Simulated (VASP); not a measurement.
Set up this calculation in VASP 6.6.1, as the native input.

| Property | Result |
| --- | --- |
| Task | single point |
| Functional | r2SCAN |
| Potentials or basis | VASP PAW PBE potentials, release 64 (Hg, Te) |
| Cutoff | 520 eV |
| k mesh | 6 × 6 × 6 |
| Occupations | gaussian, width 0.01 eV |
| Spin | no spin polarisation |
| Dipole correction | no |
| Further INCAR settings | ALGO = Normal; EDIFF = 1e-06; NBANDS = 16 |

The system is HgTe.

```xyz
2
Lattice="-0.1096 3.1795 3.1795 3.1795 -0.1096 3.1795 3.1795 3.1795 -0.1096" Properties=species:S:1:pos:R:3 pbc="T T T"
Hg   -0.0273   -0.0273   -0.0273
Te    1.5896    1.5896    1.5896
```

This cell differs from its parent crystal: strain along [111] -5.0%.

These files were run (other wordings do the same):

POSCAR

```
HgTe
1.0
   -0.1096385963      3.1795192925      3.1795192925
    3.1795192925     -0.1096385963      3.1795192925
    3.1795192925      3.1795192925     -0.1096385963
Hg Te
1 1
Direct
   -0.0043648214     -0.0043648214     -0.0043648214
    0.2543648214      0.2543648214      0.2543648214
```

INCAR.step1

```
PREC = Accurate
ENCUT = 520
ISMEAR = 0
SIGMA = 0.01
LREAL = False
LASPH = True
NELM = 80
NBANDS = 16
GGA = PE
ALGO = Normal
EDIFF = 1E-4
LWAVE = True
LCHARG = False
```

INCAR.step2

```
PREC = Accurate
ENCUT = 520
EDIFF = 1E-6
ISMEAR = 0
SIGMA = 0.01
LREAL = False
LASPH = True
NELM = 80
ALGO = Normal
ISIF = 2
LWAVE = False
LCHARG = True
METAGGA = R2SCAN
LMIXTAU = True
LELF = True
LVHAR = True
NBANDS = 16
ISTART = 1
```

KPOINTS

```
regular mesh
0
Gamma
  6 6 6
```

Potentials or basis: VASP PAW PBE potentials, release 64 (Hg, Te).

Run with:

```sh
$ cat potpaw_PBE.64/Hg/POTCAR potpaw_PBE.64/Te/POTCAR > POTCAR
$ cp INCAR.step1 INCAR
$ mpirun -np 1 vasp_std > vasp.out
$ cp INCAR.step2 INCAR
$ mpirun -np 1 vasp_std > vasp.out
```

Results of the run:

```yaml
Pressure: 2.3 GPa
Largest_force: 0.006 eV/Å
Band_gap_on_the_k_mesh: 0.23 eV
```

Caveat: the cell differs from its parent crystal (strain along [111] -5.0%); the PAW data sets were made with another functional, which shifts forces and pressure a little; spin-orbit coupling is left out, which moves the levels of the heavy elements.

Wall time 110 s on 1 thread of Intel(R) Xeon(R) Platinum 8488C (Sapphire Rapids), with other jobs on the host, peak memory 0.23 GiB.
